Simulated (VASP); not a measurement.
# BP (F-43m) in VASP: a series of runs

Aim: see how the results for BP move with the level of theory and the settings. Levels: LDA, PBEsol, PBE. Tasks: single point.

Everything below comes from runs of VASP 6.6.1. Logs are shortened: lines on timing, memory, paths and dates and some standing lists are left out, and cuts for length are marked.

## 1. The cell of the first run

The structure is cubic, space group F-43m (No. 216). The conventional cell has a = 4.460 Å, b = 4.460 Å, c = 4.460 Å, α = 90.00°, β = 90.00°, γ = 90.00°. Within 2.6 Å of B (site symmetry -43m) lie 4 P at 1.93 Å. P (site symmetry -43m) has 4 B at 1.93 Å within 2.6 Å.

## 2. Single point, LDA (volume scaled by 0.98)

The input, INCAR:

```
SYSTEM = BP
ALGO = Normal
EDIFF = 1E-6
ENCUT = 520
GGA = CA
ISIF = 2
ISMEAR = 0
LASPH = .TRUE.
LCHARG = .FALSE.
LREAL = .FALSE.
LWAVE = .FALSE.
NBANDS = 11
NELM = 80
PREC = Accurate
SIGMA = 0.05
```

The input, KPOINTS:

```
k-points
0
G
  8 8 8
  0 0 0
```

The input, POSCAR:

```
BP
1.0
    0.0000000000      2.2302118805      2.2302118805
    2.2302118805      0.0000000000      2.2302118805
    2.2302118805      2.2302118805      0.0000000000
B P
1 1
Direct
    0.0000000000      0.0000000000      0.0000000000
    0.7500000000      0.7500000000      0.7500000000
```

Potentials or basis: VASP PAW LDA potentials, release 64 (B, P).

Launch:

```console
cat potpaw_LDA.64/B/POTCAR potpaw_LDA.64/P/POTCAR > POTCAR
mpirun -np 1 vasp_std > vasp.out
```

OUTCAR:

```text
SYSTEM = BP
   EDIFF = 1E-6
   ENCUT = 520
   GGA = CA
   ISIF = 2
   ISMEAR = 0
   LASPH = .TRUE.
   LREAL = .FALSE.
   NELM = 80
   PREC = Accurate

 ion  position               nearest neighbor table
   1  0.000  0.000  0.000-   2 1.93   2 1.93   2 1.93   2 1.93
   2  0.750  0.750  0.750-   1 1.93   1 1.93   1 1.93   1 1.93

  LATTYP: Found a face centered cubic cell.
 ALAT       =     4.4604237610

  Lattice vectors:

 A1 = (   0.0000000000,   2.2302118805,   2.2302118805)
 A2 = (   2.2302118805,   0.0000000000,   2.2302118805)
 A3 = (   2.2302118805,   2.2302118805,   0.0000000000)

Analysis of symmetry for initial positions (statically):
=====================================================================
 Subroutine PRICEL returns:
 Original cell was already a primitive cell.

 Routine SETGRP: Setting up the symmetry group for a
 face centered cubic supercell.

 Subroutine GETGRP returns: Found 24 space group operations
 (whereof 24 operations were pure point group operations)
 out of a pool of 48 trial point group operations.

The static configuration has the point symmetry T_d .

Analysis of symmetry for dynamics (positions and initial velocities):
=====================================================================
 Subroutine PRICEL returns:
 Original cell was already a primitive cell.

 Routine SETGRP: Setting up the symmetry group for a
 face centered cubic supercell.

 Subroutine GETGRP returns: Found 24 space group operations
 (whereof 24 operations were pure point group operations)
 out of a pool of 48 trial point group operations.

The dynamic configuration has the point symmetry T_d .

 Subroutine INISYM returns: Found 24 space group operations
 (whereof 24 operations are pure point group operations),
 and found     1 'primitive' translations

----------------------------------------------------------------------------------------

                                     Primitive cell

  volume of cell :      22.1855

  direct lattice vectors                    reciprocal lattice vectors
     0.000000000  2.230211881  2.230211881    -0.224193945  0.224193945  0.224193945
     2.230211881  0.000000000  2.230211881     0.224193945 -0.224193945  0.224193945
     2.230211881  2.230211881  0.000000000     0.224193945  0.224193945 -0.224193945

  length of vectors
     3.153995888  3.153995888  3.153995888     0.388315304  0.388315304  0.388315304

  position of ions in fractional coordinates (direct lattice)
     0.000000000  0.000000000  0.000000000
     0.750000000  0.750000000  0.750000000

  ion indices of the primitive-cell ions
   primitive index   ion index
                 1           1
                 2           2

----------------------------------------------------------------------------------------

 KPOINTS: k-points

Automatic generation of k-mesh.
 Grid dimensions read from file:
 generate k-points for:    8    8    8

 Generating k-lattice:

  Cartesian coordinates                     Fractional coordinates (reciprocal lattice)
    -0.028024243  0.028024243  0.028024243     0.125000000  0.000000000  0.000000000
     0.028024243 -0.028024243  0.028024243     0.000000000  0.125000000  0.000000000
     0.028024243  0.028024243 -0.028024243     0.000000000  0.000000000  0.125000000

  Length of vectors
     0.048539413  0.048539413  0.048539413

  Shift w.r.t. Gamma in fractional coordinates (k-lattice)
     0.000000000  0.000000000  0.000000000

 Subroutine IBZKPT returns following result:
 ===========================================

 Found     29 irreducible k-points:

 Following reciprocal coordinates:
            Coordinates               Weight
  0.000000  0.000000  0.000000      1.000000
  0.125000  0.000000  0.000000      8.000000
  0.250000  0.000000  0.000000      8.000000
  0.375000  0.000000  0.000000      8.000000
  0.500000  0.000000  0.000000      4.000000
  0.125000  0.125000  0.000000      6.000000
[... 16 lines left out ...]
  0.500000  0.250000  0.125000     48.000000
 -0.375000  0.250000  0.125000     24.000000
 [... further k-points ...]
   k-points           NKPTS =     29   k-points in BZ     NKDIM =     29   number of bands    NBANDS=     11
   number of dos      NEDOS =    301   number of ions     NIONS =      2
   total plane-waves  NPLWV =  13824
   dimension x,y,z NGX =    24 NGY =   24 NGZ =   24
   dimension x,y,z NGXF=    48 NGYF=   48 NGZF=   48
   ions per type =               1   1
   NGX,Y,Z   is equivalent  to a cutoff of  12.65, 12.65, 12.65 a.u.
   NGXF,Y,Z  is equivalent  to a cutoff of  25.30, 25.30, 25.30 a.u.
 SYSTEM =  BP
   PREC   = accura    normal or accurate (medium, high low for compatibility)
   ISTART =      0    job   : 0-new  1-cont  2-samecut
   ICHARG =      2    charge: 1-file 2-atom 10-const
   ISPIN  =      1    spin polarized calculation?
   LNONCOLLINEAR =      F non collinear calculations
   LSORBIT =      F    spin-orbit coupling
   LASPH  =      T    aspherical Exc in radial PAW
   ENCUT  =  520.0 eV  38.22 Ry    6.18 a.u.   5.86  5.86  5.86*2*pi/ulx,y,z
   NELM   =     80;   NELMIN=  2; NELMDL= -5     # of ELM steps
   EDIFF  = 0.1E-05   stopping-criterion for ELM
   LREAL  =      F    real-space projection
   EDIFFG = 0.1E-04   stopping-criterion for IOM
   NSW    =      0    number of steps for IOM
   IBRION =     -1    ionic relax: 0-MD 1-quasi-New 2-CG
   NFREE  =      0    steps in history (QN), initial steepest desc. (CG)
   ISIF   =      2    stress and relaxation
   ISYM   =      2    0-nonsym 1-usesym 2-fastsym
   POTIM  = 0.5000    time-step for ionic-motion
   TEBEG  =    0.0;   TEEND  =   0.0 temperature during run
   PSTRESS=    0.0 pullay stress
   NELECT =       8.0000    total number of electrons
   NUPDOWN=      -1.0000    fix difference up-down
   EMIN   =  10.00;   EMAX   =-10.00  energy-range for DOS
   EFERMI =   0.00;   METHOD = LEGACY
   ISMEAR =     0;   SIGMA  =   0.05  broadening in eV -4-tet -1-fermi 0-gaus
   EFERMI_NEDOS =   21; number of points for ismear=-14 and -15
   IALGO  =     38    algorithm
   IMIX   =      4    mixing-type and parameters
     AMIX     =   0.40;   BMIX     =  1.00
     AMIX_MAG =   1.60;   BMIX_MAG =  1.00
  volume/ion in A,a.u.               =      11.09        74.86
  Fermi-wavevector in a.u.,A,eV,Ry     =   1.165240  2.201984 18.473775  1.357784
  Thomas-Fermi vector in A             =   2.301768
   LORBIT       =      0    0 simple, 1 ext, 2 COOP (PROOUT), +10 PAW based schemes
   GGA     = CA    functional components
   LHFCALC =     F    Hartree Fock is set to
   AEXX    =    0.0000 exact exchange contribution
   IVDW    =     0    specifies the selected vdW correction
   LEPSILON=     F    determine dielectric tensor
   LRPA    =     F    only Hartree local field effects (RPA)
 non-spin polarized calculation
 Gauss-broadening in eV      SIGMA  =   0.05
  energy-cutoff  :      520.00
  volume of cell :       22.19
 maximum number of plane-waves:       610
   NGX = 11   NGY = 11   NGZ = 11

 number of electron       8.0000001 magnetization

 Free energy of the ion-electron system (eV)
  ---------------------------------------------------
  ext. energy  EPLUGINS =         0.00000000
  ---------------------------------------------------
  free energy    TOTEN  =       -14.39235514 eV

  energy without entropy =      -14.39235514  energy(sigma->0) =      -14.39235514

 E-fermi :   8.3372     XC(G=0): -11.3025

 val. band max:        8.0346563480   @ k =   0.0000   0.0000   0.0000
 cond. band min:       9.1981416276   @ k =   0.3750   0.3750   0.0000
 fundamental gap:      1.1634852796
 Fermi energy:         8.3371585778

 k-point     1 :       0.0000    0.0000    0.0000
  band No.  band energies     occupation
      1      -7.8186      2.00000
      2       8.0347      2.00000
      3       8.0347      2.00000
      4       8.0347      2.00000
      5      11.4979      0.00000
      6      11.4979      0.00000
      7      11.4979      0.00000
      8      16.2046      0.00000
      9      19.6644      0.00000
     10      20.3704      0.00000
     11      20.3704      0.00000

 k-point     2 :       0.1250    0.0000    0.0000
  band No.  band energies     occupation
      1      -7.5258      2.00000
      2       6.1396      2.00000
      3       7.5901      2.00000
      4       7.5901      2.00000
      5      12.0953      0.00000
      6      12.1124      0.00000
      7      12.1124      0.00000
      8      16.8765      0.00000
      9      19.3783      0.00000
     10      19.3783      0.00000
     11      20.5329      0.00000

 k-point     3 :       0.2500    0.0000    0.0000
  band No.  band energies     occupation
      1      -6.6646      2.00000
      2       3.0563      2.00000
      3       6.8801      2.00000
      4       6.8801      2.00000
      5      12.2735      0.00000
      6      12.8811      0.00000
      7      12.8811      0.00000
      8      17.9892      0.00000
      9      19.1075      0.00000
     10      19.1075      0.00000
     11      21.3238      0.00000

 k-point     4 :       0.3750    0.0000    0.0000
  band No.  band energies     occupation
      1      -5.3331      2.00000
      2       0.2191      2.00000
      3       6.3919      2.00000
      4       6.3919      2.00000
      5      12.1832      0.00000
      6      12.8834      0.00000
      7      12.8834      0.00000
      8      18.2412      0.00000
      9      20.8653      0.00000
     10      20.8653      0.00000
     11      22.2049      0.00000
[... 239 lines left out ...]
 k-point    22 :       0.3750    0.2500    0.1250
  band No.  band energies     occupation
      1      -5.9090      2.00000
      2       3.0478      2.00000
      3       4.0626      2.00000
      4       5.9945      2.00000
      5      11.5008      0.00000
      6      14.0491      0.00000
      7      14.4602      0.00000
      8      15.7737      0.00000
      9      19.9383      0.00000
     10      22.1947      0.00000
     11      24.1236      0.00000

 k-point    23 :       0.5000    0.2500    0.1250
  band No.  band energies     occupation
      1      -4.6087      2.00000
      2       0.7552      2.00000
      3       3.4338      2.00000
      4       5.1680      2.00000
      5      12.1102      0.00000
      6      13.6266      0.00000
      7      15.5451      0.00000
      8      16.5959      0.00000
      9      20.7077      0.00000
     10      21.7168      0.00000
     11      25.4520      0.00000

 k-point    24 :      -0.3750    0.2500    0.1250
  band No.  band energies     occupation
      1      -3.5998      2.00000
      2      -0.7018      2.00000
      3       3.3742      2.00000
      4       4.7681      2.00000
      5      12.1573      0.00000
      6      13.3924      0.00000
      7      16.6280      0.00000
      8      18.0462      0.00000
      9      18.6477      0.00000
     10      22.7330      0.00000
     11      25.1302      0.00000

 [... further k-points ...]
[... 5 lines left out ...]
  --------------------------------------------------------------------------------------
  -------------------------------------------------------------------------------------
  Total        0.4938347      0.4938347      0.4938347     -0.0000000      0.0000000     -0.0000000
  in kB       35.6634870     35.6634870     35.6634870     -0.0000000      0.0000000     -0.0000000
  external PRESSURE =      35.6634870 kB  Pullay stress =       0.0000000 kB

 VOLUME and BASIS-vectors are now :
 -----------------------------------------------------------------------------
  energy-cutoff  :      520.00
  volume of cell :       22.19
      direct lattice vectors                 reciprocal lattice vectors
     0.000000000  2.230211881  2.230211881    -0.224193945  0.224193945  0.224193945
     2.230211881  0.000000000  2.230211881     0.224193945 -0.224193945  0.224193945
     2.230211881  2.230211881  0.000000000     0.224193945  0.224193945 -0.224193945

 POSITION                                       TOTAL-FORCE (eV/Angst)
 -----------------------------------------------------------------------------------
      0.00000      0.00000      0.00000         0.000000      0.000000      0.000000
      3.34532      3.34532      3.34532        -0.000000     -0.000000     -0.000000
 -----------------------------------------------------------------------------------
    total drift:                               -0.000000     -0.000000     -0.000000

  FREE ENERGIE OF THE ION-ELECTRON SYSTEM (eV)
  ---------------------------------------------------
  free  energy   TOTEN  =       -14.3923551425 eV

  energy  without entropy=      -14.3923551425  energy(sigma->0) =      -14.39235514
```

Wall time 11 s (1 thread of AMD EPYC 7R43 (Zen 3), shared host); peak memory 0.08 GiB.

What came out:

```
Free energy            : -14.3924 eV
Pressure               : 3.6 GPa
Band gap on the k mesh : 1.16 eV, indirect (least direct gap 3.46 eV)
```

 A k mesh can miss the band edges.

(Part 1 of 2 ends here.)
